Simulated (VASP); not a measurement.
Write the native input for VASP 6.6.1 that does the following.

* Task: relaxation of cell and atoms
* Functional: PBE
* Potentials or basis: VASP PAW PBE potentials, release 64 (Ti_sv, Co)
* Cutoff: 600 eV
* k mesh: 14 × 14 × 14
* Occupations: gaussian, width 0.1 eV
* Spin: collinear spin, ferromagnetic start
* Starting moments: [0.0, 1.07] μB
* Target pressure: 4 GPa
* Dipole correction: no
* Further INCAR settings: ALGO = Normal; EDIFF = 1e-06; IBRION = 2; EDIFFG = -0.008; NSW = 70; ISIF = 3

The structure of TiCo lies in POSCAR:

```
TiCo
1.0
    2.9622947496      0.0000000000      0.0000000000
    0.0000000000      2.9622947496      0.0000000000
    0.0000000000      0.0000000000      2.9622947496
Ti Co
1 1
Direct
    0.0000000000      0.0000000000      0.0000000000
    0.5000000000      0.5000000000      0.5000000000
```

These files were run (other wordings do the same):

INCAR

```
PREC = Accurate ; ENCUT = 600
EDIFF = 1E-6 ; ISMEAR = 0
SIGMA = 0.1 ; LREAL = False
LASPH = True ; NELM = 150
ALGO = Normal ; ISIF = 3
LWAVE = False ; LCHARG = False
ISPIN = 2 ; MAGMOM = 0 1.07
LORBIT = 11 ; LMAXMIX = 4
GGA = PE ; IBRION = 2
NSW = 70 ; EDIFFG = -0.008
PSTRESS = 40.0
```

KPOINTS

```
regular mesh
0
Gamma
  14 14 14
```

Potentials or basis: VASP PAW PBE potentials, release 64 (Ti_sv, Co).

Run with:

```bash
$ cat potpaw_PBE.64/Ti_sv/POTCAR potpaw_PBE.64/Co/POTCAR > POTCAR
$ mpirun -np 1 vasp_std > vasp.out
```

Results of the run:

```yaml
Relaxed_volume: 12.95 Å³/atom
Relaxed_cell: a = 2.959 Å, b = 2.959 Å, c = 2.959 Å, α = 90.00°, β = 90.00°, γ = 90.00°
Space_group_after_relaxing_to_0.05_Å: Pm-3m (No. 221)
Energy_change_on_relaxing_the_enthalpy_is_what_falls: +1.1 meV/atom
Ionic_steps: 3
Pressure_after_relaxing: 4.0 GPa
Net_moment: 0.83 μB per cell
Site_moments: Ti -0.01; Co +0.89 μB
Valence_electrons_inside_the_program's_atomic_spheres: Ti 10.33; Co 8.34
```

Caveat: the cell is relaxed towards a set pressure, so the enthalpy falls and the energy may rise.

It took 9.6 min on 1 thread of AMD EPYC 7R13 (shared host), peak memory 0.2 GiB.
